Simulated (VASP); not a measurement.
# P2Se2O (P6/mmm) in VASP: a series of runs

P2Se2O is run at these levels: PBE+D3(BJ); tasks: single point.

All numbers are computed with VASP 6.6.1; they aren't measurements. Logs are shortened: lines on timing, memory, paths and dates and some standing lists are left out, and cuts for length are marked.

### 1 The cell of the first run

It takes space group P6/mmm (No. 191, hexagonal). Conventional cell: a = 3.935 Å, b = 3.935 Å, c = 7.492 Å, α = 90.00°, β = 90.00°, γ = 120.00°. Within 3.0 Å of P (site symmetry -6m2) lie 3 P at 2.27 Å and 6 Se at 2.96 Å. Se (site symmetry 6mm) has 1 O at 1.85 Å within 2.5 Å. O (site symmetry 6/mmm) has 2 Se at 1.85 Å within 2.5 Å.

### 2 Single point, PBE+D3(BJ)

Contents of INCAR:

```
SYSTEM = P2Se2O
PREC = Accurate ; ENCUT = 520
EDIFF = 1E-6 ; ISMEAR = 0
SIGMA = 0.1 ; LREAL = .FALSE.
LASPH = .TRUE. ; NELM = 100
ALGO = Normal ; ISIF = 2
LWAVE = .FALSE. ; LCHARG = .TRUE.
GGA = PE ; IVDW = 12
LELF = .TRUE. ; LVHAR = .TRUE.
NBANDS = 22
```

Contents of KPOINTS:

```
Automatic mesh
0
G
  6 6 4
  0 0 0
```

Contents of POSCAR:

```
P2Se2O
1.0
    3.9352751020      0.0000000000      0.0000000000
   -1.9676375510      3.4080482092      0.0000000000
    0.0000000000      0.0000000000      7.4916970093
P Se O
2 2 1
Direct
    0.3333333333      0.6666666667      0.0000000000
    0.6666666667      0.3333333333      0.0000000000
    0.0000000000      0.0000000000      0.7470402343
    0.0000000000      0.0000000000      0.2529597657
    0.0000000000      0.0000000000      0.5000000000
```

Potentials or basis: VASP PAW PBE potentials, release 64 (P, Se, O).

The run is started by

```
cat potpaw_PBE.64/P/POTCAR potpaw_PBE.64/Se/POTCAR potpaw_PBE.64/O/POTCAR > POTCAR
mpirun -np 1 vasp_std > vasp.out
```

OUTCAR:

```text
SYSTEM = P2Se2O
   PREC = Accurate
   ENCUT = 520
   EDIFF = 1E-6
   ISMEAR = 0
   LREAL = .FALSE.
   LASPH = .TRUE.
   NELM = 100
   ISIF = 2
   GGA = PE
   IVDW = 12
 IVDW          = 12

 ion  position               nearest neighbor table
   1  0.333  0.667  0.000-   2 2.27   2 2.27   2 2.27
   2  0.667  0.333  0.000-   1 2.27   1 2.27   1 2.27
   3  0.000  0.000  0.747-   5 1.85
   4  0.000  0.000  0.253-   5 1.85
   5  0.000  0.000  0.500-   3 1.85   4 1.85

  LATTYP: Found a hexagonal cell.
 ALAT       =     3.9352751020
 C/A-ratio  =     1.9037289173

  Lattice vectors:

 A1 = (   3.9352751020,   0.0000000000,   0.0000000000)
 A2 = (  -1.9676375510,   3.4080482092,   0.0000000000)
 A3 = (   0.0000000000,   0.0000000000,   7.4916970093)

Analysis of symmetry for initial positions (statically):
=====================================================================
 Subroutine PRICEL returns:
 Original cell was already a primitive cell.

 Routine SETGRP: Setting up the symmetry group for a
 hexagonal supercell.

 Subroutine GETGRP returns: Found 24 space group operations
 (whereof 24 operations were pure point group operations)
 out of a pool of 24 trial point group operations.

The static configuration has the point symmetry D_6h.

Analysis of symmetry for dynamics (positions and initial velocities):
=====================================================================
 Subroutine PRICEL returns:
 Original cell was already a primitive cell.

 Routine SETGRP: Setting up the symmetry group for a
 hexagonal supercell.

 Subroutine GETGRP returns: Found 24 space group operations
 (whereof 24 operations were pure point group operations)
 out of a pool of 24 trial point group operations.

The dynamic configuration has the point symmetry D_6h.

 Subroutine INISYM returns: Found 24 space group operations
 (whereof 24 operations are pure point group operations),
 and found     1 'primitive' translations

----------------------------------------------------------------------------------------

                                     Primitive cell

  volume of cell :     100.4757

  direct lattice vectors                    reciprocal lattice vectors
     3.935275102  0.000000000  0.000000000     0.254111841  0.146711540  0.000000000
    -1.967637551  3.408048209  0.000000000     0.000000000  0.293423079  0.000000000
     0.000000000  0.000000000  7.491697009     0.000000000  0.000000000  0.133481106

  length of vectors
     3.935275102  3.935275102  7.491697009     0.293423079  0.293423079  0.133481106

  position of ions in fractional coordinates (direct lattice)
     0.333333333  0.666666667  0.000000000
     0.666666667  0.333333333  0.000000000
     0.000000000  0.000000000  0.747040234
     0.000000000  0.000000000  0.252959766
     0.000000000  0.000000000  0.500000000

  ion indices of the primitive-cell ions
   primitive index   ion index
                 1           1
                 2           2
                 3           3
                 4           4
                 5           5

----------------------------------------------------------------------------------------

 KPOINTS: Automatic mesh

Automatic generation of k-mesh.
 Grid dimensions read from file:
 generate k-points for:    6    6    4

 Generating k-lattice:

  Cartesian coordinates                     Fractional coordinates (reciprocal lattice)
     0.042351973  0.024451923  0.000000000     0.166666667  0.000000000  0.000000000
     0.000000000  0.048903847  0.000000000     0.000000000  0.166666667  0.000000000
     0.000000000  0.000000000  0.033370276     0.000000000  0.000000000  0.250000000

  Length of vectors
     0.048903847  0.048903847  0.033370276

  Shift w.r.t. Gamma in fractional coordinates (k-lattice)
     0.000000000  0.000000000  0.000000000

 Subroutine IBZKPT returns following result:
 ===========================================

 Found     21 irreducible k-points:

 Following reciprocal coordinates:
            Coordinates               Weight
  0.000000  0.000000  0.000000      1.000000
  0.166667 -0.000000  0.000000      6.000000
  0.333333 -0.000000  0.000000      6.000000
  0.500000 -0.000000  0.000000      3.000000
  0.166667  0.166667  0.000000      6.000000
  0.333333  0.166667  0.000000     12.000000
[... 13 lines left out ...]
  0.333333  0.166667  0.500000     12.000000
  0.333333  0.333333  0.500000      2.000000
   k-points           NKPTS =     21   k-points in BZ     NKDIM =     21   number of bands    NBANDS=     22
   number of dos      NEDOS =    301   number of ions     NIONS =      5
   total plane-waves  NPLWV =  50400
   dimension x,y,z NGX =    30 NGY =   30 NGZ =   56
   dimension x,y,z NGXF=    60 NGYF=   60 NGZF=  112
   ions per type =               2   2   1
   NGX,Y,Z   is equivalent  to a cutoff of  12.67, 12.67, 12.43 a.u.
   NGXF,Y,Z  is equivalent  to a cutoff of  25.35, 25.35, 24.85 a.u.
 SYSTEM =  P2Se2O
   PREC   = accura    normal or accurate (medium, high low for compatibility)
   ISTART =      0    job   : 0-new  1-cont  2-samecut
   ICHARG =      2    charge: 1-file 2-atom 10-const
   ISPIN  =      1    spin polarized calculation?
   LNONCOLLINEAR =      F non collinear calculations
   LSORBIT =      F    spin-orbit coupling
   LASPH  =      T    aspherical Exc in radial PAW
   ENCUT  =  520.0 eV  38.22 Ry    6.18 a.u.   7.32  7.32 13.93*2*pi/ulx,y,z
   NELM   =    100;   NELMIN=  2; NELMDL= -5     # of ELM steps
   EDIFF  = 0.1E-05   stopping-criterion for ELM
   LREAL  =      F    real-space projection
   EDIFFG = 0.1E-04   stopping-criterion for IOM
   NSW    =      0    number of steps for IOM
   IBRION =     -1    ionic relax: 0-MD 1-quasi-New 2-CG
   NFREE  =      0    steps in history (QN), initial steepest desc. (CG)
   ISIF   =      2    stress and relaxation
   ISYM   =      2    0-nonsym 1-usesym 2-fastsym
   POTIM  = 0.5000    time-step for ionic-motion
   TEBEG  =    0.0;   TEEND  =   0.0 temperature during run
   PSTRESS=    0.0 pullay stress
   NELECT =      28.0000    total number of electrons
   NUPDOWN=      -1.0000    fix difference up-down
   EMIN   =  10.00;   EMAX   =-10.00  energy-range for DOS
   EFERMI =   0.00;   METHOD = LEGACY
   ISMEAR =     0;   SIGMA  =   0.10  broadening in eV -4-tet -1-fermi 0-gaus
   EFERMI_NEDOS =   21; number of points for ismear=-14 and -15
   IALGO  =     38    algorithm
   IMIX   =      4    mixing-type and parameters
     AMIX     =   0.40;   BMIX     =  1.00
     AMIX_MAG =   1.60;   BMIX_MAG =  1.00
  volume/ion in A,a.u.               =      20.10       135.61
  Fermi-wavevector in a.u.,A,eV,Ry     =   1.069319  2.020719 15.557480  1.143442
  Thomas-Fermi vector in A             =   2.204994
   LORBIT       =      0    0 simple, 1 ext, 2 COOP (PROOUT), +10 PAW based schemes
   GGA     = PE    functional components
   LHFCALC =     F    Hartree Fock is set to
   AEXX    =    0.0000 exact exchange contribution
   IVDW    =    12    specifies the selected vdW correction
   LEPSILON=     F    determine dielectric tensor
   LRPA    =     F    only Hartree local field effects (RPA)
 non-spin polarized calculation
 Gauss-broadening in eV      SIGMA  =   0.10
  energy-cutoff  :      520.00
  volume of cell :      100.48
 maximum number of plane-waves:      2740
 NGX is ok and might be reduce to    30
   NGX = 15   NGY = 15   NGZ = 27

 number of electron      27.9999991 magnetization

 Free energy of the ion-electron system (eV)
  ---------------------------------------------------
  ext. energy  EPLUGINS =         0.00000000
  ---------------------------------------------------
  free energy    TOTEN  =       -20.36397694 eV

  energy without entropy =      -20.35189306  energy(sigma->0) =      -20.35793500

 E-fermi :   4.0125     XC(G=0):  -9.2857

 val. band max:        3.9592475981   @ k =   0.0000   0.0000   0.0000
 cond. band min:       4.0334776235   @ k =   0.3333   0.1667   0.5000
 fundamental gap:      0.0742300254
 Fermi energy:         4.0124708926

 k-point     1 :       0.0000    0.0000    0.0000
  band No.  band energies     occupation
      1     -15.7572      2.00000
      2     -11.4501      2.00000
      3     -10.2201      2.00000
      4      -6.3621      2.00000
      5      -3.4571      2.00000
      6      -0.5384      2.00000
[... 14 lines left out ...]
     21       8.8330      0.00000
     22      10.2266      0.00000

 k-point     2 :       0.1667   -0.0000    0.0000
  band No.  band energies     occupation
      1     -15.7378      2.00000
      2     -11.1429      2.00000
      3     -10.1205      2.00000
      4      -6.4697      2.00000
      5      -3.3371      2.00000
      6      -3.1145      2.00000
[... 14 lines left out ...]
     21       9.6210      0.00000
     22      10.7802      0.00000

 k-point     3 :       0.3333   -0.0000    0.0000
  band No.  band energies     occupation
      1     -15.6993      2.00000
      2     -10.2319      2.00000
      3      -9.9077      2.00000
      4      -7.1834      2.00000
      5      -4.9925      2.00000
      6      -2.9810      2.00000
[... 14 lines left out ...]
     21      10.2501      0.00000
     22      11.6030      0.00000

 k-point     4 :       0.5000   -0.0000    0.0000
  band No.  band energies     occupation
      1     -15.6802      2.00000
      2      -9.7933      2.00000
      3      -8.7918      2.00000
      4      -8.7794      2.00000
      5      -5.4178      2.00000
      6      -2.6078      2.00000
[... 14 lines left out ...]
     21      10.2989      0.00000
     22      11.7970      0.00000

 k-point     5 :       0.1667    0.1667    0.0000
  band No.  band energies     occupation
      1     -15.7089      2.00000
      2     -10.5331      2.00000
      3      -9.9632      2.00000
      4      -6.7606      2.00000
      5      -4.8769      2.00000
      6      -3.0975      2.00000
[... 14 lines left out ...]
     21      10.4789      0.00000
     22      10.7818      0.00000

 k-point     6 :       0.3333    0.1667    0.0000
  band No.  band energies     occupation
      1     -15.6803      2.00000
      2      -9.7951      2.00000
      3      -9.3467      2.00000
      4      -7.7687      2.00000
      5      -6.1705      2.00000
      6      -2.6726      2.00000
[... 14 lines left out ...]
     21      11.2182      0.00000
     22      11.3554      0.00000

 k-point     7 :       0.3333    0.3333    0.0000
  band No.  band energies     occupation
      1     -15.6710      2.00000
      2      -9.7382      2.00000
      3      -8.2284      2.00000
      4      -7.7899      2.00000
      5      -7.7899      2.00000
      6      -2.4751      2.00000
[... 249 lines left out ...]
      6      -2.3239      2.00000
[... 14 lines left out ...]
     21      11.1008      0.00000
     22      11.6056      0.00000

 k-point    18 :       0.5000   -0.0000    0.5000
  band No.  band energies     occupation
      1     -15.6760      2.00000
      2     -10.1905      2.00000
      3      -8.7769      2.00000
      4      -7.6021      2.00000
      5      -6.6055      2.00000
      6      -2.4661      2.00000
[... 14 lines left out ...]
     21      11.4400      0.00000
     22      11.7513      0.00000

 k-point    19 :       0.1667    0.1667    0.5000
  band No.  band energies     occupation
      1     -15.7016      2.00000
      2     -11.0618      2.00000
      3      -8.6011      2.00000
      4      -7.8932      2.00000
      5      -4.8731      2.00000
      6      -3.2271      2.00000
[... 14 lines left out ...]
     21      10.1118      0.00000
     22      11.9178      0.00000

 k-point    20 :       0.3333    0.1667    0.5000
  band No.  band energies     occupation
      1     -15.6760      2.00000
      2     -10.2842      2.00000
      3      -8.5495      2.00000
      4      -7.6083      2.00000
      5      -6.5757      2.00000
      6      -3.8702      2.00000
[... 14 lines left out ...]
     21      10.9085      0.00000
     22      12.1589      0.00000

 k-point    21 :       0.3333    0.3333    0.5000
  band No.  band energies     occupation
      1     -15.6675      2.00000
      2     -10.0009      2.00000
      3      -7.7872      2.00000
      4      -7.7872      2.00000
      5      -7.5077      2.00000
      6      -4.4636      2.00000
[... 14 lines left out ...]
     21      11.9493      0.00000
     22      12.3230      0.00000

------------------------ aborting loop because EDIFF is reached ----------------------------------------

 Edisp (eV)   -1.44149

 E8    (eV) :    -0.5579

  FORCE on cell =-STRESS in cart. coord.  units (eV):
  Direction    XX          YY          ZZ          XY          YZ          ZX
  --------------------------------------------------------------------------------------
  -------------------------------------------------------------------------------------
  Total      -0.09422    -0.09422     0.02185     0.00000     0.00000     0.00000
  in kB      -1.50236    -1.50236     0.34844     0.00000     0.00000     0.00000
  external pressure =       -0.89 kB  Pullay stress =        0.00 kB

 VOLUME and BASIS-vectors are now :
 -----------------------------------------------------------------------------
  energy-cutoff  :      520.00
  volume of cell :      100.48
      direct lattice vectors                 reciprocal lattice vectors
     3.935275102  0.000000000  0.000000000     0.254111841  0.146711540  0.000000000
    -1.967637551  3.408048209  0.000000000     0.000000000  0.293423079  0.000000000
     0.000000000  0.000000000  7.491697009     0.000000000  0.000000000  0.133481106

 POSITION                                       TOTAL-FORCE (eV/Angst)
 -----------------------------------------------------------------------------------
     -0.00000      2.27203      0.00000         0.000000     -0.000000      0.000000
      1.96764      1.13602      0.00000        -0.000000      0.000000      0.000000
      0.00000      0.00000      5.59660        -0.000000     -0.000000      0.069306
      0.00000      0.00000      1.89510        -0.000000      0.000000     -0.069306
      0.00000      0.00000      3.74585        -0.000000     -0.000000      0.000000
 -----------------------------------------------------------------------------------
    total drift:                               -0.000000      0.000000      0.000000

  FREE ENERGIE OF THE ION-ELECTRON SYSTEM (eV)
  ---------------------------------------------------
  free  energy   TOTEN  =       -21.8054701786 eV

  energy  without entropy=      -21.7933862982  energy(sigma->0) =      -21.79942824
```

Wall time 25 s (1 thread of Intel Xeon 6975P-C (Granite Rapids), shared host); peak memory 0.24 GiB.

What came out:

* Free energy: -21.8055 eV
* Pressure: -0.1 GPa
* Largest force: 0.069 eV/Å
* Band gap on the k mesh: zero (band 14 reaches 4.64 eV, above the bottom of band 15 at 2.93 eV)
* Dispersion energy per atom: -0.288 eV

Forces in eV/Å, atoms in the order of the input:
```
P    0.000  0.000  0.000
P    0.000  0.000  0.000
Se   0.000  0.000  0.069
Se   0.000  0.000 -0.069
O    0.000  0.000  0.000
```

Caveat: pairwise dispersion overbinds metals, which lowers pressure and volume.

[end of part 1 of 3]
